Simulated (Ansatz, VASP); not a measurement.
**One calculation of CsI, two programs**

```
Cs I
1.0
     4.71221    0.00000    0.00000
     0.00000    4.71221    0.00000
     0.00000    0.00000    4.71221
Cs I
1 1
Direct
  0.00000 0.00000 0.00000
  0.50000 0.50000 0.50000
```

Alike in both runs: task single point; functional PBE; k mesh 4 × 4 × 4; no spin polarisation.

```csv
,VASP,Ansatz
version,VASP 6.6.1,Ansatz 0.2.0
potentials or method,"VASP PAW PBE potentials, release 64 (Cs_sv, I)","plane waves, PAW"
plane-wave cutoff (eV),500,420
occupations,"gaussian, width 0.01 eV",fixed
valence electrons in the cell,16,26
```

```csv
,VASP,Ansatz,Ansatz less VASP
gap on the k mesh at the Fermi level (eV),3.59,3.60,+0.011
pressure (GPa),-0.2,-0.3,-0.02
```

VASP's potentials hold 16 valence electrons a cell and Ansatz's 26, so a difference there can come from the potentials and not from the codes.

Neither program's run includes spin-orbit coupling.
